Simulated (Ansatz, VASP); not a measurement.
# BiTe in VASP and in Ansatz

```
Bi Te
1.0
     0.00000    3.23500    3.23500
     3.23500    0.00000    3.23500
     3.23500    3.23500    0.00000
Bi Te
1 1
Cartesian
  0.0000 0.0000 0.0000
  3.2350 3.2350 3.2350
```

Alike in both runs: task single point; functional PBE; k mesh 10 × 10 × 10; occupations fermi-dirac, width 0.03 eV; non-collinear spin, spin-orbit coupling.

```csv
,VASP,Ansatz
version,VASP 6.6.1,Ansatz 0.2.0
potentials or method,"VASP PAW PBE potentials, release 64 (Bi_d, Te), cutoff 520 eV",all-electron LAPW
```

```csv
,VASP,Ansatz,Ansatz less VASP
pressure (GPa),2.0,2.2,+0.18
net moment per atom (μB),0.00,0.00,0.000
```

Ansatz ran all-electron here, and VASP with PAW potentials.
